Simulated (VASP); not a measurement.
Wanted: the native input for a VASP 6.6.1 run.

| Item | Value |
| --- | --- |
| Task | single point |
| Functional | r2SCAN |
| Potentials or basis | VASP PAW PBE potentials, release 64 (Cr_pv) |
| Cutoff | 520 eV |
| k mesh | 8 × 8 × 8 |
| Occupations | gaussian, width 0.1 eV |
| Spin | no spin polarisation |
| Dipole correction | no |
| Further INCAR settings | ALGO = Normal; EDIFF = 1e-06; NBANDS = 19 |

Cr:

```xyz
2
Lattice="-2.2206 2.2206 1.2245 2.2206 -2.2206 1.2245 2.2206 2.2206 -1.2245" Properties=species:S:1:pos:R:3 pbc="T T T"
Cr    0.0000    0.0000    0.0000
Cr    0.0000    2.2206    0.6122
```

The input as run:

POSCAR

```
Cr
1.0
   -2.2206300905      2.2206300905      1.2244959588
    2.2206300905     -2.2206300905      1.2244959588
    2.2206300905      2.2206300905     -1.2244959588
Cr
2
Direct
    0.0000000000      0.0000000000      0.0000000000
    0.7500000000      0.2500000000      0.5000000000
```

INCAR.step1

```
PREC     = Accurate       # precision mode
ENCUT    = 520            # plane-wave cutoff, eV
ISMEAR   = 0              # smearing method
SIGMA    = 0.1            # smearing width, eV
LREAL    = F              # projectors in reciprocal space
LASPH    = T              # aspherical terms in the spheres
NELM     = 60             # most SCF steps
NBANDS   = 19             # bands
GGA      = PE             # functional
ALGO     = Normal         # electronic algorithm
EDIFF    = 1E-4           # SCF threshold, eV
LWAVE    = T              # write WAVECAR
LCHARG   = F              # write CHGCAR
```

INCAR.step2

```
PREC     = Accurate       # precision mode
ENCUT    = 520            # plane-wave cutoff, eV
EDIFF    = 1E-6           # SCF threshold, eV
ISMEAR   = 0              # smearing method
SIGMA    = 0.1            # smearing width, eV
LREAL    = F              # projectors in reciprocal space
LASPH    = T              # aspherical terms in the spheres
NELM     = 60             # most SCF steps
ALGO     = Normal         # electronic algorithm
ISIF     = 2              # what is computed and relaxed
LWAVE    = F              # write WAVECAR
LCHARG   = F              # write CHGCAR
METAGGA  = R2SCAN         # meta-GGA
LMIXTAU  = T            
NBANDS   = 19             # bands
ISTART   = 1
```

KPOINTS

```
regular mesh
0
Gamma
  8 8 8
```

Potentials or basis: VASP PAW PBE potentials, release 64 (Cr_pv).

Launch:

```bash
$ cat potpaw_PBE.64/Cr_pv/POTCAR > POTCAR
$ cp INCAR.step1 INCAR
$ mpirun -np 1 vasp_std > vasp.out
$ cp INCAR.step2 INCAR
$ mpirun -np 1 vasp_std > vasp.out
```

Results of the run:

The pressure is 0.9 GPa and the band gap on the k mesh is zero (band 12 reaches 11.62 eV, above the bottom of band 13 at 10.04 eV).

Caveat: the k points lie up to 0.37 Å⁻¹ apart; the PAW data sets were made with another functional, which shifts forces and pressure a little; the run has no spin polarisation, though such a crystal can be magnetic.

Run time: 68 s on 1 thread of Intel(R) Xeon(R) 6975P-C (Granite Rapids), on a shared host, peak memory 0.17 GiB.
